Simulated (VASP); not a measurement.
# Rh (I4/mmm) in VASP: a series of runs

Rh is run at these levels: PBE; tasks: single point.

Program: VASP 6.6.1. These are calculated values, not measurements. Logs are shortened: lines on timing, memory, paths and dates and some standing lists are left out, and cuts for length are marked.

### Step 1. The cell of the first run

It takes space group I4/mmm (No. 139, tetragonal). The conventional cell has a = 2.689 Å, b = 2.689 Å, c = 3.822 Å, α = 90.00°, β = 90.00°, γ = 90.00°. Rh (site symmetry 4/mmm) has 12 Rh at 2.69 to 2.70 Å within 3.5 Å.

### Step 2. Single point, PBE (strain +0.0050 x Voigt [0, 1, 0, 0, 0, 0])

File INCAR:

```
SYSTEM = Rh
PREC = Accurate
ENCUT = 520
EDIFF = 1E-6
ISMEAR = 0
SIGMA = 0.15
LREAL = .False.
LASPH = .True.
NELM = 100
ALGO = Fast
ISIF = 2
LWAVE = .False.
LCHARG = .False.
GGA = PE
NBANDS = 14
```

File KPOINTS:

```
Automatic mesh
0
Gamma
  22 22 22
  0 0 0
```

File POSCAR:

```
Rh
1.0
    0.0000000000      1.9110577500      1.9015500000
    1.9015500000      0.0000000000      1.9015500000
    1.9015500000      1.9110577500      0.0000000000
Rh
1
Direct
    0.0000000000      0.0000000000      0.0000000000
```

Potentials or basis: VASP PAW PBE potentials, release 64 (Rh_pv).

Run with:

```sh
> cat potpaw_PBE.64/Rh_pv/POTCAR > POTCAR
> mpirun -np 1 vasp_std > vasp.out
```

OUTCAR:

```text
SYSTEM = Rh
   PREC = Accurate
   ENCUT = 520
   EDIFF = 1E-6
   ISMEAR = 0
   LREAL = .False.
   LASPH = .True.
   NELM = 100
   ISIF = 2
   GGA = PE

 ion  position               nearest neighbor table
   1  0.000  0.000  0.000-

  LATTYP: Found a body centered tetragonal cell.
 ALAT       =     2.6891977995
 C/A-ratio  =     1.4212846302

  Lattice vectors:

 A1 = (   0.0000000000,  -1.9110577500,   1.9015500000)
 A2 = (   0.0000000000,  -1.9110577500,  -1.9015500000)
 A3 = (   1.9015500000,   1.9110577500,   0.0000000000)

Analysis of symmetry for initial positions (statically):
=====================================================================
 Subroutine PRICEL returns:
 Original cell was already a primitive cell.

 Routine SETGRP: Setting up the symmetry group for a
 body centered tetragonal supercell.

 Subroutine GETGRP returns: Found 16 space group operations
 (whereof 16 operations were pure point group operations)
 out of a pool of 16 trial point group operations.

The static configuration has the point symmetry D_4h.

Analysis of symmetry for dynamics (positions and initial velocities):
=====================================================================
 Subroutine PRICEL returns:
 Original cell was already a primitive cell.

 Routine SETGRP: Setting up the symmetry group for a
 body centered tetragonal supercell.

 Subroutine GETGRP returns: Found 16 space group operations
 (whereof 16 operations were pure point group operations)
 out of a pool of 16 trial point group operations.

The dynamic configuration has the point symmetry D_4h.

 Subroutine INISYM returns: Found 16 space group operations
 (whereof 16 operations are pure point group operations),
 and found     1 'primitive' translations

----------------------------------------------------------------------------------------

                                     Primitive cell

  volume of cell :      13.8204

  direct lattice vectors                    reciprocal lattice vectors
     0.000000000  1.911057750  1.901550000    -0.262943388  0.261635212  0.262943388
     1.901550000  0.000000000  1.901550000     0.262943388 -0.261635212  0.262943388
     1.901550000  1.911057750  0.000000000     0.262943388  0.261635212 -0.262943388

  length of vectors
     2.695929177  2.689197800  2.695929177     0.454677287  0.454677287  0.454677287

  position of ions in fractional coordinates (direct lattice)
     0.000000000  0.000000000  0.000000000

  ion indices of the primitive-cell ions
   primitive index   ion index
                 1           1
[... 77 lines left out ...]
   NFREE  =      0    steps in history (QN), initial steepest desc. (CG)
   ISIF   =      2    stress and relaxation
   ISYM   =      2    0-nonsym 1-usesym 2-fastsym
   POTIM  = 0.5000    time-step for ionic-motion
   TEBEG  =    0.0;   TEEND  =   0.0 temperature during run
   PSTRESS=    0.0 pullay stress
   NELECT =      15.0000    total number of electrons
   NUPDOWN=      -1.0000    fix difference up-down
   EMIN   =  10.00;   EMAX   =-10.00  energy-range for DOS
   EFERMI =   0.00;   METHOD = LEGACY
   ISMEAR =     0;   SIGMA  =   0.15  broadening in eV -4-tet -1-fermi 0-gaus
   EFERMI_NEDOS =   21; number of points for ismear=-14 and -15
   IALGO  =     68    algorithm
   IMIX   =      4    mixing-type and parameters
     AMIX     =   0.40;   BMIX     =  1.00
     AMIX_MAG =   1.60;   BMIX_MAG =  1.00
  volume/ion in A,a.u.               =      13.82        93.26
  Fermi-wavevector in a.u.,A,eV,Ry     =   1.682411  3.179296 38.511391  2.830507
  Thomas-Fermi vector in A             =   2.765795
   LORBIT       =      0    0 simple, 1 ext, 2 COOP (PROOUT), +10 PAW based schemes
   GGA     = PE    functional components
   LHFCALC =     F    Hartree Fock is set to
   AEXX    =    0.0000 exact exchange contribution
   IVDW    =     0    specifies the selected vdW correction
   LEPSILON=     F    determine dielectric tensor
   LRPA    =     F    only Hartree local field effects (RPA)
 non-spin polarized calculation
 RMM-DIIS sequential band-by-band and
 Gauss-broadening in eV      SIGMA  =   0.15
  energy-cutoff  :      520.00
  volume of cell :       13.82
 maximum number of plane-waves:       388
   NGX =  9   NGY =  9   NGZ =  9

 number of electron      15.0000006 magnetization

 Free energy of the ion-electron system (eV)
  ---------------------------------------------------
  ext. energy  EPLUGINS =         0.00000000
  ---------------------------------------------------
  free energy    TOTEN  =        -7.26283071 eV

  energy without entropy =       -7.24761101  energy(sigma->0) =       -7.25522086

 E-fermi :  11.8025     XC(G=0): -13.9983

 val. band max:       11.8023581958   @ k =   0.3182   0.2273   0.0455
 cond. band min:      11.8026754478   @ k =   0.2727  -0.0455   0.2273
 fundamental gap:      0.0003172521
 Fermi energy:        11.8024955729

 k-point     1 :       0.0000    0.0000    0.0000
  band No.  band energies     occupation
      1     -34.5650      2.00000
      2     -34.5622      2.00000
      3     -34.5622      2.00000
      4       3.8880      2.00000
      5       8.7198      2.00000
      6       8.7732      2.00000
      7       8.7732      2.00000
      8      10.7910      2.00000
      9      10.8557      2.00000
     10      27.8090      0.00000
     11      32.3534      0.00000
     12      33.1377      0.00000
     13      33.2911      0.00000
     14      33.2911      0.00000
[... 377 lines left out ...]
      1     -35.2708      2.00000
      2     -34.6732      2.00000
      3     -34.6635      2.00000
      4       5.8043      2.00000
      5       8.6442      2.00000
      6       8.7296      2.00000
      7      11.5563      1.97973
      8      12.2869      0.00000
      9      13.2834      0.00000
     10      20.5716      0.00000
     11      27.4573      0.00000
     12      32.3525      0.00000
     13      32.7498      0.00000
     14      33.1730      0.00000

 [... further k-points ...]
[... 5 lines left out ...]
  --------------------------------------------------------------------------------------
  -------------------------------------------------------------------------------------
  Total        0.4160886      0.3117788      0.4160886      0.0000000      0.0000000      0.0000000
  in kB       48.2366508     36.1441364     48.2366508      0.0000000      0.0000000      0.0000000
  external PRESSURE =      44.2058127 kB  Pullay stress =       0.0000000 kB

 VOLUME and BASIS-vectors are now :
 -----------------------------------------------------------------------------
  energy-cutoff  :      520.00
  volume of cell :       13.82
      direct lattice vectors                 reciprocal lattice vectors
     0.000000000  1.911057750  1.901550000    -0.262943388  0.261635212  0.262943388
     1.901550000  0.000000000  1.901550000     0.262943388 -0.261635212  0.262943388
     1.901550000  1.911057750  0.000000000     0.262943388  0.261635212 -0.262943388

 POSITION                                       TOTAL-FORCE (eV/Angst)
 -----------------------------------------------------------------------------------
      0.00000      0.00000      0.00000         0.000000      0.000000     -0.000000
 -----------------------------------------------------------------------------------
    total drift:                                0.000000     -0.000000      0.000000

  FREE ENERGIE OF THE ION-ELECTRON SYSTEM (eV)
  ---------------------------------------------------
  free  energy   TOTEN  =        -7.2628307137 eV

  energy  without entropy=       -7.2476110097  energy(sigma->0) =       -7.25522086
```

OSZICAR:

```text
N       E                     dE             d eps       ncg     rms          rms(c)
DAV:   1     0.119886053330E+03    0.11989E+03   -0.87747E+03 23448   0.115E+03
DAV:   2    -0.618976472979E+01   -0.12608E+03   -0.12054E+03 25896   0.340E+02
DAV:   3    -0.775603109428E+01   -0.15663E+01   -0.15636E+01 28134   0.416E+01
DAV:   4    -0.776185460867E+01   -0.58235E-02   -0.58233E-02 26610   0.261E+00
DAV:   5    -0.776190604938E+01   -0.51441E-04   -0.51442E-04 27630   0.216E-01    0.100E+01
RMM:   6    -0.728153836213E+01    0.48037E+00   -0.78231E-01 24917   0.868E+00    0.353E+00
RMM:   7    -0.726609917537E+01    0.15439E-01   -0.30864E-02 25547   0.190E+00    0.163E+00
RMM:   8    -0.726309710161E+01    0.30021E-02   -0.55719E-03 27618   0.838E-01    0.231E-01
RMM:   9    -0.726282420286E+01    0.27290E-03   -0.60411E-04 28647   0.276E-01    0.157E-02
RMM:  10    -0.726283321294E+01   -0.90101E-05   -0.68013E-05 28798   0.106E-01    0.147E-02
RMM:  11    -0.726283060441E+01    0.26085E-05   -0.43252E-06 26531   0.259E-02    0.183E-03
RMM:  12    -0.726283071371E+01   -0.10931E-06   -0.89222E-07 19424   0.122E-02
   1 F= -.72628307E+01 E0= -.72552209E+01  d E =-.152197E-01
```

stdout:

```text
POSCAR found type information on POSCAR Rh
 POSCAR found :  1 types and       1 ions
 scaLAPACK will be used
 LDA part: xc-table for (Slater+PW92), standard interpolation
 POSCAR, INCAR and KPOINTS ok, starting setup
 FFT: planning ... GRIDC
 FFT: planning ... GRID_SOFT
 FFT: planning ... GRID
 WAVECAR not read
 entering main loop
WARNING in EDDRMM: call to ZHEGV failed, returncode =   8  4     13
WARNING in EDDRMM: call to ZHEGV failed, returncode =   8  4     13
WARNING in EDDRMM: call to ZHEGV failed, returncode =   6  3     14
```

Run time: 56 s. Hardware: 1 thread of Intel Xeon 6975P-C (Granite Rapids), shared host; peak memory 0.25 GiB.

Results:

* Free energy: -7.2628 eV
* Pressure: 4.4 GPa

Stress tensor (GPa, compression positive):
```
4.82 0.00 0.00
0.00 3.61 0.00
0.00 0.00 4.82
```

Caveat: the cell differs from its parent crystal (strain +0.0050 x Voigt [0, 1, 0, 0, 0, 0]).

(Part 1 of 3 ends here.)
